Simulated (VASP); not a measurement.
La: single point with PBEsol

The system is La.

```
La
1.0
     3.18415    0.00000    0.00000
    -1.59208    2.75756    0.00000
     0.00000    0.00000    5.35854
La
2
Direct
  0.33333 0.66667 0.25000
  0.66667 0.33333 0.75000
```

* Program: VASP 6.6.1
* Task: single point
* Functional: PBEsol
* Potentials or basis: VASP PAW PBE potentials, release 64 (La)
* Cutoff: 520 eV
* k mesh: 14 × 14 × 8
* Occupations: fermi-dirac, width 0.08 eV
* Spin: no spin polarisation
* Dipole correction: no
* Further INCAR settings: ALGO = Normal; EDIFF = 1e-06; NBANDS = 18

| Property | Result |
| --- | --- |
| Pressure | 17.3 GPa |
| Band gap on the k mesh | zero (band 11 reaches 14.24 eV, above the bottom of band 12 at 11.62 eV) |

Levels at points of the mesh, in eV from the Fermi level:
| k point | band 9 | band 10 | band 11 | band 12 | band 13 | band 14 |
| --- | --- | --- | --- | --- | --- | --- |
| (0.00, 0.00, 0.00) | -2.10 | -1.96 | 0.72 | 1.58 | 1.58 | 1.79 |
| (0.50, 0.00, 0.00) | -3.04 | -2.18 | -1.31 | 1.53 | 1.66 | 2.04 |
| (0.00, 0.00, 0.50) | -1.22 | -1.22 | 1.14 | 1.14 | 1.69 | 1.69 |
| (0.50, 0.00, 0.50) | -2.65 | -2.65 | -1.47 | -1.47 | 2.24 | 2.24 |

It took 58 s on 1 thread of Intel(R) Xeon(R) 6975P-C (Granite Rapids) (shared host), peak memory 0.24 GiB.

Caveat: the PAW data sets were made with another functional, which shifts forces and pressure a little; spin-orbit coupling is left out, which moves the levels of the heavy elements.
